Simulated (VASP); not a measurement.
Write the native input for VASP 6.6.1 that does the following.

- Task: single point
- Functional: PBE
- Potentials or basis: VASP PAW PBE potentials, release 64 (Pb_d, I)
- Cutoff: 500 eV
- k mesh: 3 × 3 × 2
- Occupations: gaussian, width 0.01 eV
- Spin: no spin polarisation
- Dipole correction: no
- Further INCAR settings: ALGO = Normal; EDIFF = 1e-06; NBANDS = 21

The structure of PbI2 lies in POSCAR:

```
PbI2
1.0
    4.5550000000      0.0000000000      0.0000000000
   -2.2775000000      3.9447460000      0.0000000000
    0.0000000000      0.0000000000      6.9770000000
Pb I
1 2
Direct
    0.0000000000      0.0000000000      0.0000000000
    0.3333333333      0.6666666667      0.2650000000
    0.6666666667      0.3333333333      0.7350000000
```

The input as run:

INCAR

```
SYSTEM = PbI2
  ALGO = Normal
  EDIFF = 1E-6
  ENCUT = 500
  GGA = PE
  GGA_COMPAT = .FALSE.
  ISIF = 2
  ISMEAR = 0
  LASPH = .TRUE.
  LCHARG = .TRUE.
  LELF = .TRUE.
  LREAL = .FALSE.
  LVHAR = .TRUE.
  LWAVE = .FALSE.
  NBANDS = 21
  NELM = 120
  PREC = Accurate
  SIGMA = 0.01
```

KPOINTS

```
k-points
0
G
  3 3 2
  0 0 0
```

Potentials or basis: VASP PAW PBE potentials, release 64 (Pb_d, I).

Launch:

```bash
$ cat potpaw_PBE.64/Pb_d/POTCAR potpaw_PBE.64/I/POTCAR > POTCAR
$ mpirun -np 1 vasp_std > vasp.out
```

Results of the run:

| Property | Result |
| --- | --- |
| Pressure | 1.8 GPa |
| Largest force | 0.130 eV/Å |
| Band gap on the k mesh | 2.21 eV, direct |

Caveat: the k points lie up to 0.53 Å⁻¹ apart; spin-orbit coupling is left out, which moves the levels of the heavy elements; this functional lacks dispersion, which binds the layers, so the pressure and a relaxed spacing across them are unreliable.

It took 28 s on 1 thread of Intel(R) Xeon(R) Platinum 8488C (Sapphire Rapids), with other jobs on the host, peak memory 0.24 GiB.
